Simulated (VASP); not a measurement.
# Mg16O in VASP: notebook

Runs on Mg16O. Level: PBE. Tasks: single point.

All numbers are computed with VASP 6.6.1; they aren't measurements. Logs are shortened: lines on timing, memory, paths and dates and some standing lists are left out, and cuts for length are marked.

## Step 1: The cell of the first run

The cell holds a slab with vacuum, 17 atoms: a = 6.420 Å, b = 6.420 Å, c = 24.715 Å, α = 90.00°, β = 90.00°, γ = 120.00°.

## Step 2: Single point, PBE

Input file INCAR:

```
SYSTEM = Mg16O
ALGO     = Normal         ! electronic algorithm
DIPOL    = 0.5 0.5 0.334
EDIFF    = 1E-6           ! SCF threshold, eV
ENCUT    = 520            ! plane-wave cutoff, eV
GGA      = PE             ! functional
IDIPOL   = 3            
ISIF     = 2              ! what is computed and relaxed
ISMEAR   = 0              ! smearing method
LASPH    = .TRUE.         ! aspherical terms in the spheres
LCHARG   = .TRUE.         ! write CHGCAR
LDIPOL   = .TRUE.       
LELF     = .TRUE.         ! ELF
LREAL    = Auto         
LVACPOTAV= .TRUE.       
LVHAR    = .TRUE.       
LWAVE    = .FALSE.        ! write WAVECAR
NBANDS   = 33             ! bands
NELM     = 100            ! most SCF steps
PREC     = Accurate       ! precision mode
SIGMA    = 0.1            ! smearing width, eV
```

Input file KPOINTS:

```
k-points
0
G
  6 6 1
  0 0 0
```

Input file POSCAR:

```
Mg16O
1.0
    6.4201385705      0.0000000000      0.0000000000
   -3.2100692852      5.5600030979      0.0000000000
    0.0000000000      0.0000000000     24.7147783802
Mg O
16 1
Direct
    0.3333333333      0.1666666667      0.1618464847
    0.3333333333      0.6666666667      0.1618464847
    0.8333333333      0.1666666667      0.1618464847
    0.8333333333      0.6666666667      0.1618464847
    0.1666666667      0.3333333333      0.2657906286
    0.1666666667      0.8333333333      0.2657906286
    0.6666666667      0.3333333333      0.2657906286
    0.6666666667      0.8333333333      0.2657906286
    0.3333333333      0.1666666667      0.3682830748
    0.3333333333      0.6666666667      0.3682830748
    0.8333333333      0.1666666667      0.3682830748
    0.8333333333      0.6666666667      0.3682830748
    0.1666666667      0.3333333333      0.4739989249
    0.1666666667      0.8333333333      0.4739989249
    0.6666666667      0.3333333333      0.4739989249
    0.6666666667      0.8333333333      0.4739989249
    0.5000000000      0.0000000000      0.6006437991
```

Potentials or basis: VASP PAW PBE potentials, release 64 (Mg, O).

Command:

```bash
> cat potpaw_PBE.64/Mg/POTCAR potpaw_PBE.64/O/POTCAR > POTCAR
> mpirun -np 1 vasp_std > vasp.out
```

OUTCAR:

```text
SYSTEM = Mg16O
   EDIFF = 1E-6
   ENCUT = 520
   GGA = PE
   ISIF = 2
   ISMEAR = 0
   LASPH = .TRUE.
   LREAL = Auto
   NELM = 100
   PREC = Accurate

 ion  position               nearest neighbor table
   1  0.333  0.167  0.162-   5 3.17   7 3.17   6 3.17   3 3.21   3 3.21   2 3.21   2 3.21   4 3.21
                             4 3.21
   2  0.333  0.667  0.162-   6 3.17   8 3.17   5 3.17   4 3.21   4 3.21   1 3.21   1 3.21   3 3.21
                             3 3.21
   3  0.833  0.167  0.162-   7 3.17   5 3.17   8 3.17   1 3.21   1 3.21   4 3.21   4 3.21   2 3.21
                             2 3.21
   4  0.833  0.667  0.162-   8 3.17   6 3.17   7 3.17   2 3.21   2 3.21   3 3.21   3 3.21   1 3.21
                             1 3.21
   5  0.167  0.333  0.266-   9 3.14  11 3.14  10 3.14   1 3.17   3 3.17   2 3.17   7 3.21   7 3.21
                             6 3.21   6 3.21   8 3.21   8 3.21
   6  0.167  0.833  0.266-  10 3.14  12 3.14   9 3.14   2 3.17   4 3.17   1 3.17   8 3.21   8 3.21
                             5 3.21   5 3.21   7 3.21   7 3.21
   7  0.667  0.333  0.266-  11 3.14   9 3.14  12 3.14   3 3.17   1 3.17   4 3.17   5 3.21   5 3.21
                             8 3.21   8 3.21   6 3.21   6 3.21
   8  0.667  0.833  0.266-  12 3.14  10 3.14  11 3.14   4 3.17   2 3.17   3 3.17   6 3.21   6 3.21
                             7 3.21   7 3.21   5 3.21   5 3.21
   9  0.333  0.167  0.368-   5 3.14   7 3.14   6 3.14  13 3.20  15 3.20  14 3.20  11 3.21  11 3.21
                            10 3.21  10 3.21  12 3.21  12 3.21
  10  0.333  0.667  0.368-   6 3.14   8 3.14   5 3.14  14 3.20  16 3.20  13 3.20  12 3.21  12 3.21
                             9 3.21   9 3.21  11 3.21  11 3.21
  11  0.833  0.167  0.368-   7 3.14   5 3.14   8 3.14  15 3.20  13 3.20  16 3.20   9 3.21   9 3.21
                            12 3.21  12 3.21  10 3.21  10 3.21
  12  0.833  0.667  0.368-   8 3.14   6 3.14   7 3.14  16 3.20  14 3.20  15 3.20  10 3.21  10 3.21
                            11 3.21  11 3.21   9 3.21   9 3.21
  13  0.167  0.333  0.474-   9 3.20  11 3.20  10 3.20  15 3.21  15 3.21  14 3.21  14 3.21  16 3.21
                            16 3.21
  14  0.167  0.833  0.474-  10 3.20  12 3.20   9 3.20  16 3.21  16 3.21  13 3.21  13 3.21  15 3.21
                            15 3.21
  15  0.667  0.333  0.474-  11 3.20   9 3.20  12 3.20  13 3.21  13 3.21  16 3.21  16 3.21  14 3.21
                            14 3.21
  16  0.667  0.833  0.474-  12 3.20  10 3.20  11 3.20  14 3.21  14 3.21  15 3.21  15 3.21  13 3.21
                            13 3.21
  17  0.500  0.000  0.601-

  LATTYP: Found a hexagonal cell.
 ALAT       =     6.4201385705
 C/A-ratio  =     3.8495708634

  Lattice vectors:

 A1 = (   6.4201385705,   0.0000000000,   0.0000000000)
 A2 = (  -3.2100692852,   5.5600030979,   0.0000000000)
 A3 = (   0.0000000000,   0.0000000000,  24.7147783802)

Analysis of symmetry for initial positions (statically):
=====================================================================
 Subroutine PRICEL returns:
 Original cell was already a primitive cell.

 Routine SETGRP: Setting up the symmetry group for a
 hexagonal supercell.

 Subroutine GETGRP returns: Found  6 space group operations
 (whereof  2 operations were pure point group operations)
 out of a pool of 24 trial point group operations.

The static configuration has the point symmetry C_1h.
 The point group associated with its full space group is C_3v.

Analysis of symmetry for dynamics (positions and initial velocities):
=====================================================================
 Subroutine PRICEL returns:
 Original cell was already a primitive cell.

 Routine SETGRP: Setting up the symmetry group for a
 hexagonal supercell.

 Subroutine GETGRP returns: Found  6 space group operations
 (whereof  2 operations were pure point group operations)
 out of a pool of 24 trial point group operations.

The dynamic configuration has the point symmetry C_1h.
 The point group associated with its full space group is C_3v.

 Subroutine INISYM returns: Found  6 space group operations
 (whereof  2 operations are pure point group operations),
 and found     1 'primitive' translations

----------------------------------------------------------------------------------------

                                     Primitive cell

  volume of cell :     882.2185

  direct lattice vectors                    reciprocal lattice vectors
     6.420138570  0.000000000  0.000000000     0.155759878  0.089928007  0.000000000
    -3.210069285  5.560003098  0.000000000     0.000000000  0.179856015  0.000000000
     0.000000000  0.000000000 24.714778380     0.000000000  0.000000000  0.040461621

  length of vectors
     6.420138570  6.420138571 24.714778380     0.179856015  0.179856015  0.040461621

  position of ions in fractional coordinates (direct lattice)
     0.333333333  0.166666667  0.161846485
     0.333333333  0.666666667  0.161846485
     0.833333333  0.166666667  0.161846485
     0.833333333  0.666666667  0.161846485
     0.166666667  0.333333333  0.265790629
     0.166666667  0.833333333  0.265790629
[... 9 lines left out ...]
     0.666666667  0.833333333  0.473998925
     0.500000000  0.000000000  0.600643799

  ion indices of the primitive-cell ions
   primitive index   ion index
                 1           1
                 2           2
                 3           3
                 4           4
                 5           5
                 6           6
[... 9 lines left out ...]
                16          16
                17          17

----------------------------------------------------------------------------------------

 KPOINTS: k-points

Automatic generation of k-mesh.
 Grid dimensions read from file:
 generate k-points for:    6    6    1

 Generating k-lattice:

  Cartesian coordinates                     Fractional coordinates (reciprocal lattice)
     0.025959980  0.014988001  0.000000000     0.166666667 -0.000000000  0.000000000
     0.000000000  0.029976002  0.000000000     0.000000000  0.166666667  0.000000000
     0.000000000  0.000000000  0.040461621     0.000000000  0.000000000  1.000000000

  Length of vectors
     0.029976002  0.029976002  0.040461621

  Shift w.r.t. Gamma in fractional coordinates (k-lattice)
     0.000000000  0.000000000  0.000000000

 Subroutine IBZKPT returns following result:
 ===========================================

 Found      7 irreducible k-points:

 Following reciprocal coordinates:
            Coordinates               Weight
  0.000000  0.000000  0.000000      1.000000
  0.166667  0.000000  0.000000      6.000000
  0.333333  0.000000  0.000000      6.000000
  0.500000  0.000000  0.000000      3.000000
  0.166667  0.166667  0.000000      6.000000
  0.333333  0.166667  0.000000     12.000000
  0.333333  0.333333  0.000000      2.000000
   k-points           NKPTS =      7   k-points in BZ     NKDIM =      7   number of bands    NBANDS=     33
   number of dos      NEDOS =    301   number of ions     NIONS =     17
   total plane-waves  NPLWV = 442368
   dimension x,y,z NGX =    48 NGY =   48 NGZ =  192
   dimension x,y,z NGXF=    96 NGYF=   96 NGZF=  384
   ions per type =              16   1
   NGX,Y,Z   is equivalent  to a cutoff of  12.43, 12.43, 12.92 a.u.
   NGXF,Y,Z  is equivalent  to a cutoff of  24.86, 24.86, 25.83 a.u.
 SYSTEM =  Mg16O
   PREC   = accura    normal or accurate (medium, high low for compatibility)
   ISTART =      0    job   : 0-new  1-cont  2-samecut
   ICHARG =      2    charge: 1-file 2-atom 10-const
   ISPIN  =      1    spin polarized calculation?
   LNONCOLLINEAR =      F non collinear calculations
   LSORBIT =      F    spin-orbit coupling
   LASPH  =      T    aspherical Exc in radial PAW
   ENCUT  =  520.0 eV  38.22 Ry    6.18 a.u.  11.94 11.94 45.95*2*pi/ulx,y,z
   NELM   =    100;   NELMIN=  2; NELMDL= -5     # of ELM steps
   EDIFF  = 0.1E-05   stopping-criterion for ELM
   LREAL  =      T    real-space projection
   EDIFFG = 0.1E-04   stopping-criterion for IOM
   NSW    =      0    number of steps for IOM
   IBRION =     -1    ionic relax: 0-MD 1-quasi-New 2-CG
   NFREE  =      0    steps in history (QN), initial steepest desc. (CG)
   ISIF   =      2    stress and relaxation
   ISYM   =      2    0-nonsym 1-usesym 2-fastsym
   POTIM  = 0.5000    time-step for ionic-motion
   TEBEG  =    0.0;   TEEND  =   0.0 temperature during run
   PSTRESS=    0.0 pullay stress
   NELECT =      38.0000    total number of electrons
   NUPDOWN=      -1.0000    fix difference up-down
   EMIN   =  10.00;   EMAX   =-10.00  energy-range for DOS
   EFERMI =   0.00;   METHOD = LEGACY
   ISMEAR =     0;   SIGMA  =   0.10  broadening in eV -4-tet -1-fermi 0-gaus
   EFERMI_NEDOS =   21; number of points for ismear=-14 and -15
   IALGO  =     38    algorithm
   IMIX   =      4    mixing-type and parameters
     AMIX     =   0.40;   BMIX     =  1.00
     AMIX_MAG =   1.60;   BMIX_MAG =  1.00
  volume/ion in A,a.u.               =      51.90       350.21
  Fermi-wavevector in a.u.,A,eV,Ry     =   0.573866  1.084450  4.480703  0.329322
  Thomas-Fermi vector in A             =   1.615322
   LORBIT       =      0    0 simple, 1 ext, 2 COOP (PROOUT), +10 PAW based schemes
   GGA     = PE    functional components
   LHFCALC =     F    Hartree Fock is set to
   AEXX    =    0.0000 exact exchange contribution
   IVDW    =     0    specifies the selected vdW correction
   LEPSILON=     F    determine dielectric tensor
   LRPA    =     F    only Hartree local field effects (RPA)
 non-spin polarized calculation
 Gauss-broadening in eV      SIGMA  =   0.10
  energy-cutoff  :      520.00
  volume of cell :      882.22
 maximum number of plane-waves:     23826
 NGX is ok and might be reduce to    48
   NGX = 23   NGY = 23   NGZ = 91

 dipolmoment           0.000000      0.000000     -0.400057 electrons x Angstroem

 number of electron      38.0000001 magnetization

 dipolmoment           0.000000      0.000000      0.706371 electrons x Angstroem

 Free energy of the ion-electron system (eV)
  ---------------------------------------------------
  ext. energy  EPLUGINS =         0.00000000
  ---------------------------------------------------
  free energy    TOTEN  =       -23.68357963 eV

  energy without entropy =      -23.58018204  energy(sigma->0) =      -23.63188083

 E-fermi :  -1.9071     XC(G=0):  -4.4102

 val. band max:       -1.9255766963   @ k =   0.1667   0.1667   0.0000
 cond. band min:      -1.9069817705   @ k =   0.3333   0.0000   0.0000
 fundamental gap:      0.0185949258
 Fermi energy:        -1.9070915741

 k-point     1 :       0.0000    0.0000    0.0000
  band No.  band energies     occupation
      1     -16.7162      2.00000
      2      -8.5506      2.00000
      3      -7.7068      2.00000
      4      -6.3913      2.00000
      5      -4.5199      2.00000
      6      -3.8190      2.00000
[... 23 lines left out ...]
     30       0.0697      0.00000
     31       0.1807      0.00000
[... 172 lines left out ...]
  band No.  band energies     occupation
      1     -16.7161      2.00000
      2      -6.9430      2.00000
      3      -6.9420      2.00000
      4      -6.9369      2.00000
      5      -6.1138      2.00000
      6      -6.1104      2.00000
[... 23 lines left out ...]
     30       1.0389      0.00000
     31       1.1417      0.00000
 [bands above 31 left out]

------------------------ aborting loop because EDIFF is reached ----------------------------------------

  FORCE on cell =-STRESS in cart. coord.  units (eV):
  Direction    XX          YY          ZZ          XY          YZ          ZX
  --------------------------------------------------------------------------------------
  -------------------------------------------------------------------------------------
  Total       -4.0299868     -4.0299868     -3.2399659     -0.0000000      0.0000000     -0.0000000
  in kB       -7.3187692     -7.3187692     -5.8840299     -0.0000000      0.0000000     -0.0000000
  external PRESSURE =      -6.8405227 kB  Pullay stress =       0.0000000 kB

 VOLUME and BASIS-vectors are now :
 -----------------------------------------------------------------------------
  energy-cutoff  :      520.00
  volume of cell :      882.22
      direct lattice vectors                 reciprocal lattice vectors
     6.420138570  0.000000000  0.000000000     0.155759878  0.089928007  0.000000000
    -3.210069285  5.560003098  0.000000000     0.000000000  0.179856015  0.000000000
     0.000000000  0.000000000 24.714778380     0.000000000  0.000000000  0.040461621

 POSITION                                       TOTAL-FORCE (eV/Angst)
 -----------------------------------------------------------------------------------
      1.60503      0.92667      4.00000         0.023695     -0.013681     -0.072764
     -0.00000      3.70667      4.00000         0.000000      0.027361     -0.072764
      4.81510      0.92667      4.00000        -0.023695     -0.013681     -0.072764
      3.21007      3.70667      4.00000         0.000000     -0.000000     -0.088155
      0.00000      1.85333      6.56896         0.000000     -0.000000     -0.025881
     -1.60503      4.63334      6.56896         0.012618      0.007285     -0.006259
[... 9 lines left out ...]
      1.60503      4.63334     11.71478        -0.110324      0.063696      0.497087
      3.21007      0.00000     14.84478         0.000000      0.000000     -1.611369
 -----------------------------------------------------------------------------------
    total drift:                                0.000000     -0.000000      0.009455

  FREE ENERGIE OF THE ION-ELECTRON SYSTEM (eV)
  ---------------------------------------------------
  free  energy   TOTEN  =       -23.6835796268 eV

  energy  without entropy=      -23.5801820381  energy(sigma->0) =      -23.63188083

 vacuum level on the upper side and lower side of the slab         5.419         1.839
```

Run time: 7.9 min. Hardware: 1 thread of Intel Xeon 6975P-C (Granite Rapids), shared host; peak memory 0.86 GiB.

Results:

```yaml
Free_energy: -23.6836 eV
Largest_force: 1.611 eV/Å
Band_gap_on_the_k_mesh: zero (bands 19 and 20 overlap by 0.51 eV)
```

Forces in eV/Å, atoms in the order of the input:
```
Mg   0.024 -0.014 -0.073
Mg   0.000  0.027 -0.073
Mg  -0.024 -0.014 -0.073
Mg   0.000  0.000 -0.088
Mg   0.000  0.000 -0.026
Mg   0.013  0.007 -0.006
Mg   0.000 -0.015 -0.006
Mg  -0.013  0.007 -0.006
Mg   0.008 -0.005  0.092
Mg   0.000  0.009  0.092
Mg  -0.008 -0.005  0.092
Mg   0.000  0.000  0.051
Mg   0.000  0.000  0.143
Mg   0.110  0.064  0.497
Mg   0.000 -0.127  0.497
Mg  -0.110  0.064  0.497
O    0.000  0.000 -1.611
```

## Step 3: Single point, PBE

Input file INCAR:

```
SYSTEM = Mg16O
PREC = Accurate
ENCUT = 520
EDIFF = 1E-7
ISMEAR = 0
SIGMA = 0.1
LREAL = Auto
LASPH = .True.
NELM = 60
ALGO = Normal
ISIF = 2
LWAVE = .False.
LCHARG = .False.
LDIPOL = .True.
IDIPOL = 3
DIPOL = 0.5 0.5 0.331
GGA = PE
NBANDS = 33
```

Input file KPOINTS:

```
regular mesh
0
Gamma
  6 6 1
  0 0 0
```

Edit POSCAR of step 2 so:

```diff
@@ -24,2 +24,2 @@
     0.6666666667      0.8333333333      0.4739989249
-    0.5000000000      0.0000000000      0.6006437991
+    0.1666666667      0.3333333333      0.5468298429
```

Potentials or basis: VASP PAW PBE potentials, release 64 (Mg, O).

Command:

```bash
> cat potpaw_PBE.64/Mg/POTCAR potpaw_PBE.64/O/POTCAR > POTCAR
> mpirun -np 1 vasp_std > vasp.out
```

Wall time 6.6 min (1 thread of Intel Xeon 6975P-C (Granite Rapids), shared host); peak memory 0.86 GiB.

Results (log left out):

- Free energy: -26.9783 eV
- Largest force: 0.836 eV/Å
- Band gap on the k mesh: zero (bands 19 and 20 overlap by 1.07 eV)

Forces on the atoms (eV/Å):
```
Mg  -0.005  0.003 -0.059
Mg   0.000 -0.006 -0.059
Mg   0.005  0.003 -0.059
Mg   0.000  0.000 -0.077
Mg   0.000  0.000 -0.029
Mg  -0.004 -0.002 -0.004
Mg   0.000  0.004 -0.004
Mg   0.004 -0.002 -0.004
Mg  -0.022  0.013  0.071
Mg   0.000 -0.026  0.071
Mg   0.022  0.013  0.071
Mg   0.000  0.000  0.129
Mg   0.000  0.000 -0.836
Mg   0.026  0.015  0.247
Mg   0.000 -0.030  0.247
Mg  -0.026  0.015  0.247
O    0.000  0.000  0.049
```

Levels at points of the mesh, in eV from the Fermi level:
```tsv
k point	band 15	band 16	band 17	band 18	band 19	band 20	band 21	band 22	band 23	band 24
(0.00, 0.00, 0.00)	-1.15	-1.13	-1.13	-0.93	-0.58	-0.56	-0.56	0.23	0.35	0.35
(0.50, 0.00, 0.00)	-1.12	-0.66	-0.52	-0.47	0.51	0.57	0.90	0.93	1.50	1.51
```

[end of part 1 of 2]

The gap in the log of VASP goes by the Fermi energy; the results here count the filled bands.